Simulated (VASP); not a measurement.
# LiCl (P6_3/mmc) in VASP: further runs

The runs below take LiCl through single point, with PBE, LDA, PBEsol.

Program: VASP 6.6.1. These are calculated values, not measurements. Logs are shortened: lines on timing, memory, paths and dates and some standing lists are left out, and cuts for length are marked.

## Step 1: The cell of the first run

Symmetry: P6_3/mmc, No. 194, hexagonal system. The conventional cell has a = 3.575 Å, b = 3.575 Å, c = 6.024 Å, α = 90.00°, β = 90.00°, γ = 120.00°. Li (site symmetry -3m) has 6 Cl at 2.56 Å and 2 Li at 3.01 Å within 3.4 Å. Within 3.4 Å of Cl (site symmetry -6m2) lie 6 Li at 2.56 Å.

## Step 2: Single point, PBE

INCAR reads:

```
ALGO     = Normal         # electronic algorithm
EDIFF    = 1E-6           # SCF threshold, eV
ENCUT    = 520            # plane-wave cutoff, eV
GGA      = PE             # functional
ISIF     = 2              # what is computed and relaxed
ISMEAR   = 0              # smearing method
LASPH    = T              # aspherical terms in the spheres
LCHARG   = F              # write CHGCAR
LREAL    = F              # projectors in reciprocal space
LWAVE    = F              # write WAVECAR
NBANDS   = 18             # bands
NELM     = 60             # most SCF steps
PREC     = Accurate       # precision mode
SIGMA    = 0.01           # smearing width, eV
```

KPOINTS reads:

```
k-points
0
Gamma
  6 6 2
```

POSCAR reads:

```
LiCl
1.0
    3.5749486122      0.0000000000      0.0000000000
   -1.7874743061      3.0959963154      0.0000000000
    0.0000000000      0.0000000000      6.0240820410
Li Cl
2 2
Direct
    0.0000000000      0.0000000000      0.0000000000
    0.0000000000      0.0000000000      0.5000000000
    0.3333333333      0.6666666667      0.2500000000
    0.6666666667      0.3333333333      0.7500000000
```

Potentials or basis: VASP PAW PBE potentials, release 64 (Li_sv, Cl).

Command:

```sh
$ cat potpaw_PBE.64/Li_sv/POTCAR potpaw_PBE.64/Cl/POTCAR > POTCAR
$ mpirun -np 1 vasp_std > vasp.out
```

OUTCAR:

```text
EDIFF = 1E-6
   ENCUT = 520
   GGA = PE
   ISIF = 2
   ISMEAR = 0
   LASPH = T
   LREAL = F
   NELM = 60
   PREC = Accurate

 ion  position               nearest neighbor table
   1  0.000  0.000  0.000-   3 2.56   4 2.56   4 2.56   3 2.56   4 2.56   3 2.56
   2  0.000  0.000  0.500-   3 2.56   4 2.56   4 2.56   3 2.56   4 2.56   3 2.56
   3  0.333  0.667  0.250-   1 2.56   2 2.56   1 2.56   2 2.56   1 2.56   2 2.56
   4  0.667  0.333  0.750-   1 2.56   2 2.56   1 2.56   2 2.56   1 2.56   2 2.56

  LATTYP: Found a hexagonal cell.
 ALAT       =     3.5749486122
 C/A-ratio  =     1.6850821353

  Lattice vectors:

 A1 = (   3.5749486122,   0.0000000000,   0.0000000000)
 A2 = (  -1.7874743061,   3.0959963154,   0.0000000000)
 A3 = (   0.0000000000,   0.0000000000,   6.0240820410)

Analysis of symmetry for initial positions (statically):
=====================================================================
 Subroutine PRICEL returns:
 Original cell was already a primitive cell.

 Routine SETGRP: Setting up the symmetry group for a
 hexagonal supercell.

 Subroutine GETGRP returns: Found 24 space group operations
 (whereof 12 operations were pure point group operations)
 out of a pool of 24 trial point group operations.

The static configuration has the point symmetry D_3d.
 The point group associated with its full space group is D_6h.

Analysis of symmetry for dynamics (positions and initial velocities):
=====================================================================
 Subroutine PRICEL returns:
 Original cell was already a primitive cell.

 Routine SETGRP: Setting up the symmetry group for a
 hexagonal supercell.

 Subroutine GETGRP returns: Found 24 space group operations
 (whereof 12 operations were pure point group operations)
 out of a pool of 24 trial point group operations.

The dynamic configuration has the point symmetry D_3d.
 The point group associated with its full space group is D_6h.

 Subroutine INISYM returns: Found 24 space group operations
 (whereof 12 operations are pure point group operations),
 and found     1 'primitive' translations

----------------------------------------------------------------------------------------

                                     Primitive cell

  volume of cell :      66.6747

  direct lattice vectors                    reciprocal lattice vectors
     3.574948612  0.000000000  0.000000000     0.279724301  0.161498900  0.000000000
    -1.787474306  3.095996315  0.000000000     0.000000000  0.322997800  0.000000000
     0.000000000  0.000000000  6.024082041     0.000000000  0.000000000  0.166000395

  length of vectors
     3.574948612  3.574948612  6.024082041     0.322997800  0.322997800  0.166000395

  position of ions in fractional coordinates (direct lattice)
     0.000000000  0.000000000  0.000000000
     0.000000000  0.000000000  0.500000000
     0.333333333  0.666666667  0.250000000
     0.666666667  0.333333333  0.750000000

  ion indices of the primitive-cell ions
   primitive index   ion index
                 1           1
                 2           2
                 3           3
                 4           4

----------------------------------------------------------------------------------------

 KPOINTS: k-points

Automatic generation of k-mesh.
 Grid dimensions read from file:
 generate k-points for:    6    6    2

 Generating k-lattice:

  Cartesian coordinates                     Fractional coordinates (reciprocal lattice)
     0.046620717  0.026916483  0.000000000     0.166666667 -0.000000000  0.000000000
     0.000000000  0.053832967  0.000000000     0.000000000  0.166666667  0.000000000
     0.000000000  0.000000000  0.083000198     0.000000000  0.000000000  0.500000000

  Length of vectors
     0.053832967  0.053832967  0.083000198

  Shift w.r.t. Gamma in fractional coordinates (k-lattice)
     0.000000000  0.000000000  0.000000000

 Subroutine IBZKPT returns following result:
 ===========================================

 Found     14 irreducible k-points:

 Following reciprocal coordinates:
            Coordinates               Weight
  0.000000  0.000000  0.000000      1.000000
  0.166667 -0.000000  0.000000      6.000000
  0.333333 -0.000000  0.000000      6.000000
  0.500000  0.000000  0.000000      3.000000
  0.166667  0.166667  0.000000      6.000000
  0.333333  0.166667  0.000000     12.000000
  0.333333  0.333333  0.000000      2.000000
  0.000000  0.000000  0.500000      1.000000
  0.166667 -0.000000  0.500000      6.000000
  0.333333 -0.000000  0.500000      6.000000
  0.500000  0.000000  0.500000      3.000000
  0.166667  0.166667  0.500000      6.000000
  0.333333  0.166667  0.500000     12.000000
  0.333333  0.333333  0.500000      2.000000
   k-points           NKPTS =     14   k-points in BZ     NKDIM =     14   number of bands    NBANDS=     18
   number of dos      NEDOS =    301   number of ions     NIONS =      4
   total plane-waves  NPLWV =  37632
   dimension x,y,z NGX =    28 NGY =   28 NGZ =   48
   dimension x,y,z NGXF=    56 NGYF=   56 NGZF=   96
   ions per type =               2   2
   NGX,Y,Z   is equivalent  to a cutoff of  13.02, 13.02, 13.25 a.u.
   NGXF,Y,Z  is equivalent  to a cutoff of  26.04, 26.04, 26.49 a.u.
 SYSTEM =  unknown system
   PREC   = accura    normal or accurate (medium, high low for compatibility)
   ISTART =      0    job   : 0-new  1-cont  2-samecut
   ICHARG =      2    charge: 1-file 2-atom 10-const
   ISPIN  =      1    spin polarized calculation?
   LNONCOLLINEAR =      F non collinear calculations
   LSORBIT =      F    spin-orbit coupling
   LASPH  =      T    aspherical Exc in radial PAW
   ENCUT  =  520.0 eV  38.22 Ry    6.18 a.u.   6.65  6.65 11.20*2*pi/ulx,y,z
   NELM   =     60;   NELMIN=  2; NELMDL= -5     # of ELM steps
   EDIFF  = 0.1E-05   stopping-criterion for ELM
   LREAL  =      F    real-space projection
   EDIFFG = 0.1E-04   stopping-criterion for IOM
   NSW    =      0    number of steps for IOM
   IBRION =     -1    ionic relax: 0-MD 1-quasi-New 2-CG
   NFREE  =      0    steps in history (QN), initial steepest desc. (CG)
   ISIF   =      2    stress and relaxation
   ISYM   =      2    0-nonsym 1-usesym 2-fastsym
   POTIM  = 0.5000    time-step for ionic-motion
   TEBEG  =    0.0;   TEEND  =   0.0 temperature during run
   PSTRESS=    0.0 pullay stress
   NELECT =      20.0000    total number of electrons
   NUPDOWN=      -1.0000    fix difference up-down
   EMIN   =  10.00;   EMAX   =-10.00  energy-range for DOS
   EFERMI =   0.00;   METHOD = LEGACY
   ISMEAR =     0;   SIGMA  =   0.01  broadening in eV -4-tet -1-fermi 0-gaus
   EFERMI_NEDOS =   21; number of points for ismear=-14 and -15
   IALGO  =     38    algorithm
   IMIX   =      4    mixing-type and parameters
     AMIX     =   0.40;   BMIX     =  1.00
     AMIX_MAG =   1.60;   BMIX_MAG =  1.00
  volume/ion in A,a.u.               =      16.67       112.49
  Fermi-wavevector in a.u.,A,eV,Ry     =   1.095884  2.070920 16.340067  1.200961
  Thomas-Fermi vector in A             =   2.232216
   LORBIT       =      0    0 simple, 1 ext, 2 COOP (PROOUT), +10 PAW based schemes
   GGA     = PE    functional components
   LHFCALC =     F    Hartree Fock is set to
   AEXX    =    0.0000 exact exchange contribution
   IVDW    =     0    specifies the selected vdW correction
   LEPSILON=     F    determine dielectric tensor
   LRPA    =     F    only Hartree local field effects (RPA)
 non-spin polarized calculation
 Gauss-broadening in eV      SIGMA  =   0.01
  energy-cutoff  :      520.00
  volume of cell :       66.67
 maximum number of plane-waves:      1834
 NGX is ok and might be reduce to    28
   NGX = 13   NGY = 13   NGZ = 23

 number of electron      19.9999996 magnetization

 Free energy of the ion-electron system (eV)
  ---------------------------------------------------
  ext. energy  EPLUGINS =         0.00000000
  ---------------------------------------------------
  free energy    TOTEN  =       -14.70828956 eV

  energy without entropy =      -14.70828956  energy(sigma->0) =      -14.70828956

 E-fermi :   0.8083     XC(G=0):  -8.7788

 val. band max:        0.7111232332   @ k =   0.0000   0.0000   0.0000
 cond. band min:       7.0772469389   @ k =   0.0000   0.0000   0.0000
 fundamental gap:      6.3661237058
 Fermi energy:         0.8083261251

 k-point     1 :       0.0000    0.0000    0.0000
  band No.  band energies     occupation
      1     -42.8631      2.00000
      2     -42.8552      2.00000
      3     -12.7786      2.00000
      4     -12.2526      2.00000
      5      -2.2194      2.00000
      6       0.5018      2.00000
[... 10 lines left out ...]
     17      13.2810      0.00000
     18      13.3401      0.00000

 k-point     2 :       0.1667   -0.0000    0.0000
  band No.  band energies     occupation
      1     -42.8625      2.00000
      2     -42.8548      2.00000
      3     -12.6529      2.00000
      4     -12.1652      2.00000
      5      -2.0430      2.00000
      6      -0.3597      2.00000
[... 10 lines left out ...]
     17      11.8116      0.00000
     18      12.8885      0.00000

 k-point     3 :       0.3333   -0.0000    0.0000
  band No.  band energies     occupation
      1     -42.8613      2.00000
      2     -42.8538      2.00000
      3     -12.3615      2.00000
      4     -12.0017      2.00000
      5      -1.5759      2.00000
      6      -1.5597      2.00000
[... 10 lines left out ...]
     17      12.0831      0.00000
     18      13.5391      0.00000

 k-point     4 :       0.5000    0.0000    0.0000
  band No.  band energies     occupation
      1     -42.8608      2.00000
      2     -42.8533      2.00000
      3     -12.1763      2.00000
      4     -11.9432      2.00000
      5      -1.9964      2.00000
      6      -1.8337      2.00000
[... 10 lines left out ...]
     17      12.6477      0.00000
     18      14.7129      0.00000

 k-point     5 :       0.1667    0.1667    0.0000
  band No.  band energies     occupation
      1     -42.8617      2.00000
      2     -42.8541      2.00000
      3     -12.4409      2.00000
      4     -12.0406      2.00000
      5      -1.7117      2.00000
      6      -1.1202      2.00000
[... 10 lines left out ...]
     17      12.1523      0.00000
     18      13.0491      0.00000

 k-point     6 :       0.3333    0.1667    0.0000
  band No.  band energies     occupation
      1     -42.8608      2.00000
      2     -42.8533      2.00000
      3     -12.1730      2.00000
      4     -11.9492      2.00000
      5      -1.7581      2.00000
      6      -1.5599      2.00000
[... 97 lines left out ...]
 k-point    11 :       0.5000    0.0000    0.5000
  band No.  band energies     occupation
      1     -42.8570      2.00000
      2     -42.8570      2.00000
      3     -12.0602      2.00000
      4     -12.0602      2.00000
      5      -2.2076      2.00000
      6      -2.2076      2.00000
[... 10 lines left out ...]
     17      13.2390      0.00000
     18      13.2390      0.00000

 k-point    12 :       0.1667    0.1667    0.5000
  band No.  band energies     occupation
      1     -42.8578      2.00000
      2     -42.8578      2.00000
      3     -12.2478      2.00000
      4     -12.2478      2.00000
      5      -1.4119      2.00000
      6      -1.4119      2.00000
[... 10 lines left out ...]
     17      12.5056      0.00000
     18      12.5056      0.00000

 k-point    13 :       0.3333    0.1667    0.5000
  band No.  band energies     occupation
      1     -42.8571      2.00000
      2     -42.8571      2.00000
      3     -12.0614      2.00000
      4     -12.0614      2.00000
      5      -1.9662      2.00000
      6      -1.9662      2.00000
[... 10 lines left out ...]
     17      12.7201      0.00000
     18      12.7201      0.00000

 k-point    14 :       0.3333    0.3333    0.5000
  band No.  band energies     occupation
      1     -42.8568      2.00000
      2     -42.8568      2.00000
      3     -11.9969      2.00000
      4     -11.9969      2.00000
      5      -1.7909      2.00000
      6      -1.7909      2.00000
[... 10 lines left out ...]
     17      12.2701      0.00000
     18      12.2701      0.00000

------------------------ aborting loop because EDIFF is reached ----------------------------------------

  FORCE on cell =-STRESS in cart. coord.  units (eV):
  Direction    XX          YY          ZZ          XY          YZ          ZX
  --------------------------------------------------------------------------------------
  -------------------------------------------------------------------------------------
  Total        0.2620965      0.2620965      0.2717818      0.0000000      0.0000000      0.0000000
  in kB        6.2981166      6.2981166      6.5308521      0.0000000      0.0000000      0.0000000
  external PRESSURE =       6.3756951 kB  Pullay stress =       0.0000000 kB

 VOLUME and BASIS-vectors are now :
 -----------------------------------------------------------------------------
  energy-cutoff  :      520.00
  volume of cell :       66.67
      direct lattice vectors                 reciprocal lattice vectors
     3.574948612  0.000000000  0.000000000     0.279724301  0.161498900  0.000000000
    -1.787474306  3.095996315  0.000000000     0.000000000  0.322997800  0.000000000
     0.000000000  0.000000000  6.024082041     0.000000000  0.000000000  0.166000395

 POSITION                                       TOTAL-FORCE (eV/Angst)
 -----------------------------------------------------------------------------------
      0.00000      0.00000      0.00000         0.000000      0.000000      0.000000
      0.00000      0.00000      3.01204         0.000000      0.000000      0.000000
     -0.00000      2.06400      1.50602        -0.000000      0.000000     -0.000000
      1.78747      1.03200      4.51806        -0.000000      0.000000      0.000000
 -----------------------------------------------------------------------------------
    total drift:                                0.000000     -0.000000     -0.000000

  FREE ENERGIE OF THE ION-ELECTRON SYSTEM (eV)
  ---------------------------------------------------
  free  energy   TOTEN  =       -14.7082895577 eV

  energy  without entropy=      -14.7082895577  energy(sigma->0) =      -14.70828956
```

Wall time 13 s (1 thread of Intel Xeon 6975P-C (Granite Rapids), shared host); peak memory 0.17 GiB.

What came out:

- Free energy: -14.7083 eV
- Band gap on the k mesh: 6.37 eV, direct

Caveat: the k points lie up to 0.52 Å⁻¹ apart; the cutoff is under 1.25 times the usual one of these potentials, so pressure, stress and relaxed cells hold a basis-set (Pulay) error.

## Step 3: Single point, PBE

INCAR reads:

```
SYSTEM = LiCl
PREC = Accurate
ENCUT = 520
EDIFF = 1E-7
ISMEAR = 0
SIGMA = 0.01
LREAL = .False.
LASPH = .True.
NELM = 80
ALGO = Normal
ISIF = 2
LWAVE = .False.
LCHARG = .False.
GGA = PE
NBANDS = 18
```

KPOINTS reads:

```
Automatic mesh
0
Gamma
  6 6 2
  0 0 0
```

POSCAR is that of step 2.

Potentials or basis: VASP PAW PBE potentials, release 64 (Li_sv, Cl).

Command:

```sh
$ cat potpaw_PBE.64/Li_sv/POTCAR potpaw_PBE.64/Cl/POTCAR > POTCAR
$ mpirun -np 1 vasp_std > vasp.out
```

Run time: 16 s. Hardware: 1 thread of Intel Xeon 6975P-C (Granite Rapids), shared host; peak memory 0.18 GiB.

It converged, with:

```
Free energy            : -14.7083 eV
Band gap on the k mesh : 6.37 eV, direct
```

Levels at points of the mesh, in eV from the valence-band top:
```
           k point  band 7  band 8  band 9  band 10  band 11  band 12  band 13  band 14
(0.00, 0.00, 0.00)   -0.21   -0.17    0.00     0.00     6.37     6.77    10.31    10.31
(0.50, 0.00, 0.00)   -1.91   -1.08   -0.76    -0.30     7.14     8.22     8.86     9.55
(0.00, 0.00, 0.50)   -0.10   -0.10   -0.10    -0.10     7.21     7.21    10.51    10.51
(0.50, 0.00, 0.50)   -0.93   -0.93   -0.72    -0.72     7.55     7.55     8.69     8.69
```

Caveat: the k points lie up to 0.52 Å⁻¹ apart; the cutoff is under 1.25 times the usual one of these potentials, so pressure, stress and relaxed cells hold a basis-set (Pulay) error.

[end of part 1 of 2]
